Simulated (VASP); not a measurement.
Here is a VASP 6.6.1 calculation.

Contents of INCAR:

```
ALGO = Normal
EDIFF = 1E-6
ENCUT = 520
GGA = PE
ISIF = 2
ISMEAR = 0
LASPH = T
LCHARG = F
LREAL = F
LWAVE = F
NBANDS = 22
NELM = 100
PREC = Accurate
SIGMA = 0.1
```

The input KPOINTS:

```
k-points
0
Gamma
  4 4 4
```

POSCAR

```
Li7B
1.0
    0.0000000000      4.1008489000      4.1008489000
    4.1008489000      0.0000000000      4.1008489000
    4.1008489000      4.1008489000      0.0000000000
Li B
7 1
Direct
    0.6368671400      0.3631328600      0.3631328600
    0.3631328600      0.6368671400      0.6368671400
    0.3631328600      0.6368671400      0.3631328600
    0.6368671400      0.3631328600      0.6368671400
    0.3631328600      0.3631328600      0.6368671400
    0.6368671400      0.6368671400      0.3631328600
    0.0000000000      0.0000000000      0.0000000000
    0.5000000000      0.5000000000      0.5000000000
```

Potentials or basis: VASP PAW PBE potentials, release 64 (Li_sv, B).

The run is started by

```console
$ cat potpaw_PBE.64/Li_sv/POTCAR potpaw_PBE.64/B/POTCAR > POTCAR
$ mpirun -np 1 vasp_std > vasp.out
```

**Question.** Predict the largest force.

**Answer.** 30.371 eV/Å.

**Question.** Predict the band gap on the k mesh.

**Answer.** Zero (bands 12 and 13 overlap by 0.05 eV).

Forces on the atoms (eV/Å):
```
Li  -30.371   0.000   0.000
Li   30.371   0.000   0.000
Li    0.000 -30.371   0.000
Li    0.000  30.371   0.000
Li    0.000   0.000 -30.371
Li    0.000   0.000  30.371
Li    0.000   0.000   0.000
B     0.000   0.000   0.000
```

Caveat: atoms lie so close that the PAW spheres overlap strongly, which falsifies energies and pressures; forces of over 1 eV/Å act on the atoms, so gaps and moduli don't describe the material at rest.
